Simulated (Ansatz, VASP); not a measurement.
# Two plane-wave programs on KMgPd3

```
CELL_PARAMETERS angstrom
4.42543 0.00000 0.00000
0.00000 4.42543 0.00000
0.00000 0.00000 5.58378
ATOMIC_POSITIONS crystal
K 0.00000 0.00000 0.98313
Mg 0.50000 0.50000 0.70650
Pd 0.00000 0.50000 0.45127
Pd 0.50000 0.50000 0.17572
Pd 0.50000 0.00000 0.45127
```

Change from the starting cell: species swapped into the NdBPt3 type (P4mm, No. 99).

Alike in both runs: functional PBE; k mesh 8 × 8 × 8; occupations gaussian, width 0.1 eV; no spin polarisation.

Ansatz relaxed the structure, and its values are those at the end. VASP's run is a single point on that final structure, the one shown.

```csv
,VASP,Ansatz
version,VASP 6.6.1,Ansatz 0.2.0
potentials or method,"VASP PAW PBE potentials, release 64 (K_sv, Mg, Pd), cutoff 600 eV","scalar-relativistic, plane waves, PAW"
valence electrons in the cell,41,73
```

Ansatz gave:

| Item | Value |
| --- | --- |
| gap on the k mesh at the Fermi level (eV) | none |
| pressure (GPa) | 0.0 |
| rms of the force components (eV/Å) | 0.004 |

Task: Estimate VASP's values.

Result: gap on the k mesh at the Fermi level (eV): none; pressure (GPa): 0.0; rms of the force components (eV/Å): 0.012.

A gap of «none» marks a metal or a gap that the smearing closes. The functional is the same, so the differences come from potentials, cutoffs and numerics. VASP's potentials hold 41 valence electrons a cell and Ansatz's 73, so a difference there can come from the potentials and not from the codes.
